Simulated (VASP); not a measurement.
# Bi (Im-3m) in VASP: a series of runs, part 2 of 2

VASP 6.6.1. The steps go on from the part before.

**5. Single point, PBEsol**

This run uses another cell than the first one, of 30.09 Å³/atom, 1.136 times its volume.

INCAR

```
PREC = Accurate
ENCUT = 520
EDIFF = 1E-7
ISMEAR = -1
SIGMA = 0.1
LREAL = False
LASPH = True
NELM = 80
ALGO = Normal
ISIF = 2
LWAVE = False
LCHARG = False
GGA = PS
NBANDS = 14
```

KPOINTS

```
regular mesh
0
Gamma
  13 13 13
```

POSCAR

```
Bi
1.0
   -1.9594876911      1.9594876911      1.9594876911
    1.9594876911     -1.9594876911      1.9594876911
    1.9594876911      1.9594876911     -1.9594876911
Bi
1
Direct
    0.0000000000      0.0000000000      0.0000000000
```

Potentials or basis: VASP PAW PBE potentials, release 64 (Bi_d).

The run is started by

```bash
$ cat potpaw_PBE.64/Bi_d/POTCAR > POTCAR
$ mpirun -np 1 vasp_std > vasp.out
```

OUTCAR:

```text
PREC = Accurate
   ENCUT = 520
   EDIFF = 1E-7
   ISMEAR = -1
   LREAL = False
   LASPH = True
   NELM = 80
   ISIF = 2
   GGA = PS

 ion  position               nearest neighbor table
   1  0.000  0.000  0.000-

  LATTYP: Found a body centered cubic cell.
 ALAT       =     3.9189753822

  Lattice vectors:

 A1 = (  -1.9594876911,   1.9594876911,   1.9594876911)
 A2 = (   1.9594876911,  -1.9594876911,   1.9594876911)
 A3 = (   1.9594876911,   1.9594876911,  -1.9594876911)

Analysis of symmetry for initial positions (statically):
=====================================================================
 Subroutine PRICEL returns:
 Original cell was already a primitive cell.

 Routine SETGRP: Setting up the symmetry group for a
 body centered cubic supercell.

 Subroutine GETGRP returns: Found 48 space group operations
 (whereof 48 operations were pure point group operations)
 out of a pool of 48 trial point group operations.

The static configuration has the point symmetry O_h .

Analysis of symmetry for dynamics (positions and initial velocities):
=====================================================================
 Subroutine PRICEL returns:
 Original cell was already a primitive cell.

 Routine SETGRP: Setting up the symmetry group for a
 body centered cubic supercell.

 Subroutine GETGRP returns: Found 48 space group operations
 (whereof 48 operations were pure point group operations)
 out of a pool of 48 trial point group operations.

The dynamic configuration has the point symmetry O_h .

 Subroutine INISYM returns: Found 48 space group operations
 (whereof 48 operations are pure point group operations),
 and found     1 'primitive' translations

----------------------------------------------------------------------------------------

                                     Primitive cell

  volume of cell :      30.0945
[... 107 lines left out ...]
     AMIX_MAG =   1.60;   BMIX_MAG =  1.00
  volume/ion in A,a.u.               =      30.09       203.09
  Fermi-wavevector in a.u.,A,eV,Ry     =   1.298004  2.452872 22.923293  1.684815
  Thomas-Fermi vector in A             =   2.429360
   LORBIT       =      0    0 simple, 1 ext, 2 COOP (PROOUT), +10 PAW based schemes
   GGA     = PS    functional components
   LHFCALC =     F    Hartree Fock is set to
   AEXX    =    0.0000 exact exchange contribution
   IVDW    =     0    specifies the selected vdW correction
   LEPSILON=     F    determine dielectric tensor
   LRPA    =     F    only Hartree local field effects (RPA)
 non-spin polarized calculation
  energy-cutoff  :      520.00
  volume of cell :       30.09
 maximum number of plane-waves:       824
 NGX is ok and might be reduce to    28
   NGX = 13   NGY = 13   NGZ = 13

 number of electron      14.9999998 magnetization

 Free energy of the ion-electron system (eV)
  ---------------------------------------------------
  ext. energy  EPLUGINS =         0.00000000
  ---------------------------------------------------
  free energy    TOTEN  =        -4.23155862 eV

  energy without entropy =       -4.20918709  energy(sigma->0) =       -4.22037286

 E-fermi :   8.1255     XC(G=0): -10.5995

 val. band max:        8.0263392163   @ k =  -0.2308   0.2308   0.1538
 cond. band min:       8.1351543242   @ k =   0.3077   0.1538   0.1538
 fundamental gap:      0.1088151079
 Fermi energy:         8.1255097690

 k-point     1 :       0.0000    0.0000    0.0000
  band No.  band energies     occupation
      1     -14.8040      2.00000
      2     -14.8040      2.00000
      3     -14.8040      2.00000
      4     -14.6588      2.00000
      5     -14.6588      2.00000
      6      -5.5991      2.00000
      7      13.5323      0.00000
      8      13.5323      0.00000
      9      13.5323      0.00000
     10      17.7106      0.00000
     11      18.6530      0.00000
     12      18.6530      0.00000
     13      18.6530      0.00000
     14      20.0797      0.00000
[... 377 lines left out ...]
      1     -14.8248      2.00000
      2     -14.7783      2.00000
      3     -14.6767      2.00000
      4     -14.6658      2.00000
      5     -14.6385      2.00000
      6      -3.6933      2.00000
      7       5.8427      2.00000
      8       9.5696      0.00000
      9      10.8918      0.00000
     10      16.7488      0.00000
     11      17.8277      0.00000
     12      19.6980      0.00000
     13      20.9517      0.00000
     14      23.0344      0.00000

 [... further k-points ...]
[... 5 lines left out ...]
  --------------------------------------------------------------------------------------
  -------------------------------------------------------------------------------------
  Total       -0.0161742     -0.0161742     -0.0161742      0.0000000     -0.0000000      0.0000000
  in kB       -0.8610862     -0.8610862     -0.8610862      0.0000000     -0.0000000      0.0000000
  external PRESSURE =      -0.8610862 kB  Pullay stress =       0.0000000 kB

 VOLUME and BASIS-vectors are now :
 -----------------------------------------------------------------------------
  energy-cutoff  :      520.00
  volume of cell :       30.09
      direct lattice vectors                 reciprocal lattice vectors
    -1.959487691  1.959487691  1.959487691     0.000000000  0.255168737  0.255168737
     1.959487691 -1.959487691  1.959487691     0.255168737  0.000000000  0.255168737
     1.959487691  1.959487691 -1.959487691     0.255168737  0.255168737  0.000000000

 POSITION                                       TOTAL-FORCE (eV/Angst)
 -----------------------------------------------------------------------------------
      0.00000      0.00000      0.00000         0.000000     -0.000000      0.000000
 -----------------------------------------------------------------------------------
    total drift:                               -0.000000     -0.000000     -0.000000

  FREE ENERGIE OF THE ION-ELECTRON SYSTEM (eV)
  ---------------------------------------------------
  free  energy   TOTEN  =        -4.2315586185 eV

  energy  without entropy=       -4.2091870921  energy(sigma->0) =       -4.22037286
```

stdout:

```text
POSCAR found type information on POSCAR Bi
 POSCAR found :  1 types and       1 ions
 scaLAPACK will be used
 -----------------------------------------------------------------------------
|                                                                             |
|                                                                             |
|     You enforced a specific xc type in the INCAR file but a different       |
|     I HOPE YOU KNOW WHAT YOU ARE DOING!                                     |
|                                                                             |
 -----------------------------------------------------------------------------

 LDA part: xc-table for (Slater+PW92), standard interpolation
 POSCAR, INCAR and KPOINTS ok, starting setup
 FFT: planning ... GRIDC
 FFT: planning ... GRID_SOFT
 FFT: planning ... GRID
 WAVECAR not read
 entering main loop
```

It took 20 s on 1 thread of Intel Xeon Platinum 8488C (Sapphire Rapids), shared host; peak memory 0.17 GiB.

What came out:

| Item | Value |
| --- | --- |
| Free energy | -4.2316 eV |
| Pressure | -0.1 GPa |

Caveat: the PAW data sets were made with another functional, which shifts forces and pressure a little; spin-orbit coupling is left out, which moves the levels of the heavy elements.

**6. Single point, PBEsol (volume scaled by 1.04)**

INCAR

```
SYSTEM = Bi
ALGO = Normal ; EDIFF = 1E-7
ENCUT = 520 ; GGA = PS
ISIF = 2 ; ISMEAR = -1
LASPH = .True. ; LCHARG = .True.
LELF = .True. ; LREAL = .False.
LVHAR = .True. ; LWAVE = .False.
NBANDS = 14 ; NELM = 80
PREC = Accurate ; SIGMA = 0.1
```

KPOINTS

```
k-points
0
Gamma
  13 13 13
  0 0 0
```

POSCAR

```
Bi
1.0
   -1.9852733809      1.9852733809      1.9852733809
    1.9852733809     -1.9852733809      1.9852733809
    1.9852733809      1.9852733809     -1.9852733809
Bi
1
Direct
    0.0000000000      0.0000000000      0.0000000000
```

Potentials or basis: VASP PAW PBE potentials, release 64 (Bi_d).

The run is started by

```bash
$ cat potpaw_PBE.64/Bi_d/POTCAR > POTCAR
$ mpirun -np 1 vasp_std > vasp.out
```

OUTCAR:

```text
SYSTEM = Bi
   EDIFF = 1E-7
   ENCUT = 520
   GGA = PS
   ISIF = 2
   ISMEAR = -1
   LASPH = .True.
   LREAL = .False.
   NELM = 80
   PREC = Accurate

 ion  position               nearest neighbor table
   1  0.000  0.000  0.000-

  LATTYP: Found a body centered cubic cell.
 ALAT       =     3.9705467618

  Lattice vectors:

 A1 = (  -1.9852733809,   1.9852733809,   1.9852733809)
 A2 = (   1.9852733809,  -1.9852733809,   1.9852733809)
 A3 = (   1.9852733809,   1.9852733809,  -1.9852733809)

Analysis of symmetry for initial positions (statically):
=====================================================================
 Subroutine PRICEL returns:
 Original cell was already a primitive cell.

 Routine SETGRP: Setting up the symmetry group for a
 body centered cubic supercell.

 Subroutine GETGRP returns: Found 48 space group operations
 (whereof 48 operations were pure point group operations)
 out of a pool of 48 trial point group operations.

The static configuration has the point symmetry O_h .

Analysis of symmetry for dynamics (positions and initial velocities):
=====================================================================
 Subroutine PRICEL returns:
 Original cell was already a primitive cell.

 Routine SETGRP: Setting up the symmetry group for a
 body centered cubic supercell.

 Subroutine GETGRP returns: Found 48 space group operations
 (whereof 48 operations were pure point group operations)
 out of a pool of 48 trial point group operations.

The dynamic configuration has the point symmetry O_h .

 Subroutine INISYM returns: Found 48 space group operations
 (whereof 48 operations are pure point group operations),
 and found     1 'primitive' translations

----------------------------------------------------------------------------------------

                                     Primitive cell

[... 109 lines left out ...]
  volume/ion in A,a.u.               =      31.30       211.21
  Fermi-wavevector in a.u.,A,eV,Ry     =   1.281145  2.421013 22.331683  1.641332
  Thomas-Fermi vector in A             =   2.413532
   LORBIT       =      0    0 simple, 1 ext, 2 COOP (PROOUT), +10 PAW based schemes
   GGA     = PS    functional components
   LHFCALC =     F    Hartree Fock is set to
   AEXX    =    0.0000 exact exchange contribution
   IVDW    =     0    specifies the selected vdW correction
   LEPSILON=     F    determine dielectric tensor
   LRPA    =     F    only Hartree local field effects (RPA)
 non-spin polarized calculation
  energy-cutoff  :      520.00
  volume of cell :       31.30
 maximum number of plane-waves:       887
 NGX is ok and might be reduce to    28
   NGX = 13   NGY = 13   NGZ = 13

 number of electron      14.9999996 magnetization

 Free energy of the ion-electron system (eV)
  ---------------------------------------------------
  ext. energy  EPLUGINS =         0.00000000
  ---------------------------------------------------
  free energy    TOTEN  =        -4.22325963 eV

  energy without entropy =       -4.20177130  energy(sigma->0) =       -4.21251547

 E-fermi :   7.6352     XC(G=0): -10.4116

 val. band max:        7.4879200054   @ k =  -0.4615  -0.4615   0.3077
 cond. band min:       7.6575739438   @ k =  -0.3077   0.3846   0.1538
 fundamental gap:      0.1696539384
 Fermi energy:         7.6352011173

 k-point     1 :       0.0000    0.0000    0.0000
  band No.  band energies     occupation
      1     -15.2682      2.00000
      2     -15.2682      2.00000
      3     -15.2682      2.00000
      4     -15.1409      2.00000
      5     -15.1409      2.00000
      6      -5.8172      2.00000
      7      12.7502      0.00000
      8      12.7502      0.00000
      9      12.7502      0.00000
     10      16.6998      0.00000
     11      18.1484      0.00000
     12      18.1484      0.00000
     13      18.1484      0.00000
     14      19.3312      0.00000
[... 377 lines left out ...]
      1     -15.2857      2.00000
      2     -15.2443      2.00000
      3     -15.1564      2.00000
      4     -15.1471      2.00000
      5     -15.1221      2.00000
      6      -4.0193      2.00000
      7       5.3880      2.00000
      8       9.0312      0.00000
      9      10.3211      0.00000
     10      16.0356      0.00000
     11      17.1175      0.00000
     12      19.0854      0.00000
     13      20.1876      0.00000
     14      22.2084      0.00000

 [... further k-points ...]
[... 5 lines left out ...]
  --------------------------------------------------------------------------------------
  -------------------------------------------------------------------------------------
  Total       -0.4374889     -0.4374889     -0.4374889     -0.0000000      0.0000000      0.0000000
  in kB      -22.3952898    -22.3952898    -22.3952898     -0.0000000      0.0000000      0.0000000
  external PRESSURE =     -22.3952898 kB  Pullay stress =       0.0000000 kB

 VOLUME and BASIS-vectors are now :
 -----------------------------------------------------------------------------
  energy-cutoff  :      520.00
  volume of cell :       31.30
      direct lattice vectors                 reciprocal lattice vectors
    -1.985273381  1.985273381  1.985273381     0.000000000  0.251854483  0.251854483
     1.985273381 -1.985273381  1.985273381     0.251854483  0.000000000  0.251854483
     1.985273381  1.985273381 -1.985273381     0.251854483  0.251854483  0.000000000

 POSITION                                       TOTAL-FORCE (eV/Angst)
 -----------------------------------------------------------------------------------
      0.00000      0.00000      0.00000         0.000000     -0.000000     -0.000000
 -----------------------------------------------------------------------------------
    total drift:                                0.000000     -0.000000     -0.000000

  FREE ENERGIE OF THE ION-ELECTRON SYSTEM (eV)
  ---------------------------------------------------
  free  energy   TOTEN  =        -4.2232596339 eV

  energy  without entropy=       -4.2017712981  energy(sigma->0) =       -4.21251547
```

OSZICAR:

```text
N       E                     dE             d eps       ncg     rms          rms(c)
DAV:   1     0.112768535460E+03    0.11277E+03   -0.76205E+03  2364   0.122E+03
DAV:   2     0.219153767788E+01   -0.11058E+03   -0.10715E+03  2496   0.337E+02
DAV:   3    -0.407863148354E+01   -0.62702E+01   -0.62475E+01  2996   0.783E+01
DAV:   4    -0.422521627095E+01   -0.14658E+00   -0.14655E+00  2990   0.126E+01
DAV:   5    -0.423167205386E+01   -0.64558E-02   -0.64556E-02  3272   0.240E+00    0.477E-01
DAV:   6    -0.422487815977E+01    0.67939E-02   -0.10049E-02  3146   0.140E+00    0.274E-01
DAV:   7    -0.422327998172E+01    0.15982E-02   -0.57724E-03  3156   0.103E+00    0.849E-02
DAV:   8    -0.422326015472E+01    0.19827E-04   -0.50074E-04  3044   0.337E-01    0.973E-03
DAV:   9    -0.422325966404E+01    0.49068E-06   -0.12287E-05  3382   0.477E-02    0.421E-03
DAV:  10    -0.422325965159E+01    0.12450E-07   -0.10673E-06  2970   0.116E-02    0.429E-04
DAV:  11    -0.422325963387E+01    0.17711E-07   -0.57203E-08  2250   0.332E-03
   1 F= -.42232596E+01 E0= -.42125155E+01  d E =-.214883E-01
```

stdout:

```text
POSCAR found type information on POSCAR Bi
 POSCAR found :  1 types and       1 ions
 scaLAPACK will be used
 -----------------------------------------------------------------------------
|                                                                             |
|                                                                             |
|     You enforced a specific xc type in the INCAR file but a different       |
|     I HOPE YOU KNOW WHAT YOU ARE DOING!                                     |
|                                                                             |
 -----------------------------------------------------------------------------

 LDA part: xc-table for (Slater+PW92), standard interpolation
 POSCAR, INCAR and KPOINTS ok, starting setup
 FFT: planning ... GRIDC
 FFT: planning ... GRID_SOFT
 FFT: planning ... GRID
 WAVECAR not read
 entering main loop
```

Wall time 21 s (1 thread of Intel Xeon Platinum 8488C (Sapphire Rapids), shared host); peak memory 0.17 GiB.

Results:

| Property | Result |
| --- | --- |
| Free energy | -4.2233 eV |
| Pressure | -2.2 GPa |

Levels at points of the mesh, in eV from the Fermi level:
```csv
k point,band 4,band 5,band 6,band 7,band 8,band 9,band 10,band 11
"(0.00, 0.00, 0.00)",-22.78,-22.78,-13.45,5.11,5.11,5.11,9.06,10.51
```

Caveat: the cell differs from its parent crystal (volume scaled by 1.04); the PAW data sets were made with another functional, which shifts forces and pressure a little; spin-orbit coupling is left out, which moves the levels of the heavy elements.

**7. Overview**

| cell | gap on the mesh (eV) | pressure (GPa) |
| --- | --- | --- |
| a = 3.252 Å, angles 109.5°, 1 atom | none | 10.1 |
| a = 3.301 Å, angles 109.5°, 1 atom | none | 5.9 |
| a = 3.348 Å, angles 109.5°, 1 atom | none | 2.6 |
| a = 3.394 Å, angles 109.5°, 1 atom | none | -0.1 |
| a = 3.439 Å, angles 109.5°, 1 atom | none | -2.2 |

Alike in all rows: task single point; level PBEsol; potentials or basis VASP PAW PBE potentials, release 64 (Bi_d); no spin polarisation; k mesh 13 × 13 × 13; cutoff (eV) 520; smearing fermi-dirac 0.1 eV.

Caveats: the PAW data sets were made with another functional, which shifts forces and pressure a little; spin-orbit coupling is left out, which moves the levels of the heavy elements.

Total energies depend on the potentials used, so only differences within one code and one set of settings carry meaning.
